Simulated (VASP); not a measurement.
# SiGe3 (P-4m2) in VASP: relaxation of cell and atoms with PBE

Aim: the relaxation of cell and atoms of SiGe3 with PBE.

Everything below comes from runs of VASP 6.6.1. Logs are shortened: lines on timing, memory, paths and dates and some standing lists are left out, and cuts for length are marked.

**1. The cell of the first run**

It takes space group P-4m2 (No. 115, tetragonal). The conventional cell has a = 4.021 Å, b = 4.021 Å, c = 5.613 Å, α = 90.00°, β = 90.00°, γ = 90.00°. Within 3.2 Å of Si (site symmetry -4m2) lie 4 Ge at 2.43 Å. Ge (site symmetry -4m2) has 4 Ge at 2.48 Å within 3.3 Å. Ge (site symmetry 2mm) has 2 Si at 2.43 Å and 2 Ge at 2.48 Å within 3.2 Å.

**2. Relaxation of cell and atoms, PBE**

File INCAR:

```
SYSTEM = SiGe3
PREC = Accurate ; ENCUT = 500
EDIFF = 1E-7 ; ISMEAR = 0
SIGMA = 0.01 ; LREAL = .FALSE.
LASPH = .TRUE. ; NELM = 120
ALGO = Normal ; ISIF = 3
LWAVE = .FALSE. ; LCHARG = .FALSE.
GGA = PE ; IBRION = 2
NSW = 100 ; EDIFFG = -0.01
GGA_COMPAT = .FALSE. ; NELMIN = 4
```

File KPOINTS:

```
Automatic mesh
0
G
  10 10 6
  0 0 0
```

File POSCAR:

```
SiGe3
1.0
    4.0214652127      0.0000000000      0.0000000000
    0.0000000000      4.0214652127      0.0000000000
    0.0000000000      0.0000000000      5.6131447171
Si Ge
1 3
Direct
    0.0000000000      0.0000000000      0.0000000000
    0.5000000000      0.5000000000      0.5000000000
    0.5000000000      0.0000000000      0.7575423869
    0.0000000000      0.5000000000      0.2424576131
```

Potentials or basis: VASP PAW PBE potentials, release 64 (Si, Ge_d).

Launch:

```bash
$ cat potpaw_PBE.64/Si/POTCAR potpaw_PBE.64/Ge_d/POTCAR > POTCAR
$ mpirun -np 1 vasp_std > vasp.out
```

OUTCAR:

```text
SYSTEM = SiGe3
   PREC = Accurate
   ENCUT = 500
   EDIFF = 1E-7
   ISMEAR = 0
   LREAL = .FALSE.
   LASPH = .TRUE.
   NELM = 120
   ISIF = 3
   GGA = PE
   IBRION = 2
   NSW = 100
   EDIFFG = -0.01
   NELMIN = 4

 ion  position               nearest neighbor table
   1  0.000  0.000  0.000-   3 2.43   4 2.43   4 2.43   3 2.43
   2  0.500  0.500  0.500-   3 2.48   4 2.48   3 2.48   4 2.48
   3  0.500  0.000  0.758-   1 2.43   1 2.43   2 2.48   2 2.48
   4  0.000  0.500  0.242-   1 2.43   1 2.43   2 2.48   2 2.48

  LATTYP: Found a simple tetragonal cell.
 ALAT       =     4.0214652127
 C/A-ratio  =     1.3957959152

  Lattice vectors:

 A1 = (   4.0214652127,   0.0000000000,   0.0000000000)
 A2 = (   0.0000000000,   4.0214652127,   0.0000000000)
 A3 = (   0.0000000000,   0.0000000000,   5.6131447171)

Analysis of symmetry for initial positions (statically):
=====================================================================
 Subroutine PRICEL returns:
 Original cell was already a primitive cell.

 Routine SETGRP: Setting up the symmetry group for a
 simple tetragonal supercell.

 Subroutine GETGRP returns: Found  8 space group operations
 (whereof  8 operations were pure point group operations)
 out of a pool of 16 trial point group operations.

The static configuration has the point symmetry D_2d.

Analysis of symmetry for dynamics (positions and initial velocities):
=====================================================================
 Subroutine PRICEL returns:
 Original cell was already a primitive cell.

 Routine SETGRP: Setting up the symmetry group for a
 simple tetragonal supercell.

 Subroutine GETGRP returns: Found  8 space group operations
 (whereof  8 operations were pure point group operations)
 out of a pool of 16 trial point group operations.

The dynamic configuration has the point symmetry D_2d.

 Subroutine INISYM returns: Found  8 space group operations
 (whereof  8 operations are pure point group operations),
 and found     1 'primitive' translations

----------------------------------------------------------------------------------------

                                     Primitive cell

  volume of cell :      90.7768

  direct lattice vectors                    reciprocal lattice vectors
     4.021465213  0.000000000  0.000000000     0.248665585  0.000000000  0.000000000
     0.000000000  4.021465213  0.000000000     0.000000000  0.248665585  0.000000000
     0.000000000  0.000000000  5.613144717     0.000000000  0.000000000  0.178153255

  length of vectors
     4.021465213  4.021465213  5.613144717     0.248665585  0.248665585  0.178153255

  position of ions in fractional coordinates (direct lattice)
     0.000000000  0.000000000  0.000000000
     0.500000000  0.500000000  0.500000000
     0.500000000  0.000000000  0.757542387
     0.000000000  0.500000000  0.242457613

  ion indices of the primitive-cell ions
   primitive index   ion index
                 1           1
                 2           2
                 3           3
                 4           4

----------------------------------------------------------------------------------------

 KPOINTS: Automatic mesh

Automatic generation of k-mesh.
 Grid dimensions read from file:
 generate k-points for:   10   10    6

 Generating k-lattice:

  Cartesian coordinates                     Fractional coordinates (reciprocal lattice)
     0.024866559  0.000000000  0.000000000     0.100000000  0.000000000  0.000000000
     0.000000000  0.024866559  0.000000000     0.000000000  0.100000000  0.000000000
     0.000000000  0.000000000  0.029692209     0.000000000  0.000000000  0.166666667

  Length of vectors
     0.024866559  0.024866559  0.029692209

  Shift w.r.t. Gamma in fractional coordinates (k-lattice)
     0.000000000  0.000000000  0.000000000

 Subroutine IBZKPT returns following result:
 ===========================================

 Found     84 irreducible k-points:

 Following reciprocal coordinates:
            Coordinates               Weight
  0.000000  0.000000  0.000000      1.000000
  0.100000  0.000000  0.000000      4.000000
  0.200000  0.000000  0.000000      4.000000
  0.300000  0.000000  0.000000      4.000000
  0.400000  0.000000  0.000000      4.000000
  0.500000  0.000000  0.000000      2.000000
[... 16 lines left out ...]
  0.100000  0.000000  0.166667      8.000000
  0.200000  0.000000  0.166667      8.000000
 [... further k-points ...]
   k-points           NKPTS =     84   k-points in BZ     NKDIM =     84   number of bands    NBANDS=     27
   number of dos      NEDOS =    301   number of ions     NIONS =      4
   total plane-waves  NPLWV =  37800
   dimension x,y,z NGX =    30 NGY =   30 NGZ =   42
   dimension x,y,z NGXF=    60 NGYF=   60 NGZF=   84
   ions per type =               1   3
   NGX,Y,Z   is equivalent  to a cutoff of  12.40, 12.40, 12.44 a.u.
   NGXF,Y,Z  is equivalent  to a cutoff of  24.80, 24.80, 24.88 a.u.
 SYSTEM =  SiGe3
   PREC   = accura    normal or accurate (medium, high low for compatibility)
   ISTART =      0    job   : 0-new  1-cont  2-samecut
   ICHARG =      2    charge: 1-file 2-atom 10-const
   ISPIN  =      1    spin polarized calculation?
   LNONCOLLINEAR =      F non collinear calculations
   LSORBIT =      F    spin-orbit coupling
   LASPH  =      T    aspherical Exc in radial PAW
   ENCUT  =  500.0 eV  36.75 Ry    6.06 a.u.   7.33  7.33 10.23*2*pi/ulx,y,z
   NELM   =    120;   NELMIN=  4; NELMDL= -5     # of ELM steps
   EDIFF  = 0.1E-06   stopping-criterion for ELM
   LREAL  =      F    real-space projection
   EDIFFG = -.1E-01   stopping-criterion for IOM
   NSW    =    100    number of steps for IOM
   IBRION =      2    ionic relax: 0-MD 1-quasi-New 2-CG
   NFREE  =      1    steps in history (QN), initial steepest desc. (CG)
   ISIF   =      3    stress and relaxation
   ISYM   =      2    0-nonsym 1-usesym 2-fastsym
   POTIM  = 0.5000    time-step for ionic-motion
   TEBEG  =    0.0;   TEEND  =   0.0 temperature during run
   PSTRESS=    0.0 pullay stress
   NELECT =      46.0000    total number of electrons
   NUPDOWN=      -1.0000    fix difference up-down
   EMIN   =  10.00;   EMAX   =-10.00  energy-range for DOS
   EFERMI =   0.00;   METHOD = LEGACY
   ISMEAR =     0;   SIGMA  =   0.01  broadening in eV -4-tet -1-fermi 0-gaus
   EFERMI_NEDOS =   21; number of points for ismear=-14 and -15
   IALGO  =     38    algorithm
   IMIX   =      4    mixing-type and parameters
     AMIX     =   0.40;   BMIX     =  1.00
     AMIX_MAG =   1.60;   BMIX_MAG =  1.00
  volume/ion in A,a.u.               =      22.69       153.15
  Fermi-wavevector in a.u.,A,eV,Ry     =   1.305176  2.466425 23.177320  1.703485
  Thomas-Fermi vector in A             =   2.436063
   LORBIT       =      0    0 simple, 1 ext, 2 COOP (PROOUT), +10 PAW based schemes
   GGA     = PE    functional components
   LHFCALC =     F    Hartree Fock is set to
   AEXX    =    0.0000 exact exchange contribution
   IVDW    =     0    specifies the selected vdW correction
   LEPSILON=     F    determine dielectric tensor
   LRPA    =     F    only Hartree local field effects (RPA)
 conjugate gradient relaxation of ions
 non-spin polarized calculation
 Gauss-broadening in eV      SIGMA  =   0.01
  energy-cutoff  :      500.00
  volume of cell :       90.78
 maximum number of plane-waves:      2337
 NGX is ok and might be reduce to    30
   NGX = 15   NGY = 15   NGZ = 21

--------------------------------------- Ionic step        1  -------------------------------------------

 number of electron      45.9999946 magnetization

 Free energy of the ion-electron system (eV)
  ---------------------------------------------------
  ext. energy  EPLUGINS =         0.00000000
  ---------------------------------------------------
  free energy    TOTEN  =       -18.90985834 eV

  energy without entropy =      -18.90985834  energy(sigma->0) =      -18.90985834

------------------------ aborting loop because EDIFF is reached ----------------------------------------

  FORCE on cell =-STRESS in cart. coord.  units (eV):
  Direction    XX          YY          ZZ          XY          YZ          ZX
  --------------------------------------------------------------------------------------
  -------------------------------------------------------------------------------------
  Total        0.0391669      0.0391669      0.5911875      0.0000000      0.0000000      0.0000000
  in kB        0.6912820      0.6912820     10.4342436      0.0000000      0.0000000      0.0000000
  external PRESSURE =       3.9389359 kB  Pullay stress =       0.0000000 kB
[... 137 lines left out ...]
  energy  without entropy=      -18.9125985060  energy(sigma->0) =      -18.91259851

--------------------------------------- Ionic step        5  -------------------------------------------

 number of electron      45.9999963 magnetization

 Free energy of the ion-electron system (eV)
  ---------------------------------------------------
  ext. energy  EPLUGINS =         0.00000000
  ---------------------------------------------------
  free energy    TOTEN  =       -18.91326783 eV

  energy without entropy =      -18.91326783  energy(sigma->0) =      -18.91326783

 E-fermi :   4.9437     XC(G=0):  -9.6390

 val. band max:        4.8202486556   @ k =   0.0000   0.0000   0.0000
 cond. band min:       4.9897032332   @ k =   0.5000   0.0000   0.5000
 fundamental gap:      0.1694545776
 Fermi energy:         4.9436847820

 k-point     1 :       0.0000    0.0000    0.0000
  band No.  band energies     occupation
      1     -19.8331      2.00000
      2     -19.8331      2.00000
      3     -19.7888      2.00000
      4     -19.7746      2.00000
      5     -19.7463      2.00000
      6     -19.6756      2.00000
[... 709 lines left out ...]
     26       7.9565      0.00000
     27       8.0278      0.00000

 [... further k-points ...]

------------------------ aborting loop because EDIFF is reached ----------------------------------------

  FORCE on cell =-STRESS in cart. coord.  units (eV):
  Direction    XX          YY          ZZ          XY          YZ          ZX
  --------------------------------------------------------------------------------------
  -------------------------------------------------------------------------------------
  Total       -0.0259457     -0.0259457     -0.0177614      0.0000000      0.0000000      0.0000000
  in kB       -0.4550747     -0.4550747     -0.3115267      0.0000000      0.0000000      0.0000000
  external PRESSURE =      -0.4072254 kB  Pullay stress =       0.0000000 kB
[... 19 lines left out ...]
  FREE ENERGIE OF THE ION-ELECTRON SYSTEM (eV)
  ---------------------------------------------------
  free  energy   TOTEN  =       -18.9132678258 eV

  energy  without entropy=      -18.9132678258  energy(sigma->0) =      -18.91326783

 reached required accuracy - stopping structural energy minimisation
```

Run time: 12 min. Hardware: 1 thread of Oxide Virtual Turin-like, shared host; peak memory 0.27 GiB.

Results:

```
Free energy                           : -18.9133 eV
Relaxed volume                        : 22.84 Å³/atom
Relaxed cell                          : a = 4.013 Å, b = 4.013 Å, c = 5.673 Å, α = 90.00°, β = 90.00°, γ = 90.00°
Space group after relaxing (to 0.1 Å) : P-4m2 (No. 115)
Energy gained by relaxing             : 0.9 meV/atom
Ionic steps                           : 5
Pressure after relaxing               : 0.0 GPa
Largest force after relaxing          : 0.010 eV/Å
Band gap on the k mesh                : 0.17 eV (least direct gap 0.42 eV)
```

Forces on the atoms (eV/Å):
```
Si   0.000  0.000  0.000
Ge   0.000  0.000  0.000
Ge   0.000  0.000  0.010
Ge   0.000  0.000 -0.010
```

Step by step:
| step | energy change (eV) | largest force (eV/Å) | pressure (GPa) | volume (Å³) |
| --- | --- | --- | --- | --- |
| 1 | 0.0000 | 0.0773 | 0.39 | 90.78 |
| 2 | -0.0027 | 0.0260 | -0.13 | 91.51 |
| 3 | -0.0027 | 0.0133 | -0.28 | 91.71 |
| 4 | -0.0027 | 0.0176 | -0.27 | 91.65 |
| 5 | -0.0034 | 0.0097 | -0.04 | 91.35 |

Final structure:
```
Si Ge
1.0
     4.01281    0.00000    0.00000
     0.00000    4.01281    0.00000
     0.00000    0.00000    5.67279
Si Ge
1 3
Direct
  0.00000 0.00000 0.00000
  0.50000 0.50000 0.50000
  0.50000 0.00000 0.75639
  0.00000 0.50000 0.24361
```

A k mesh can miss the band edges.
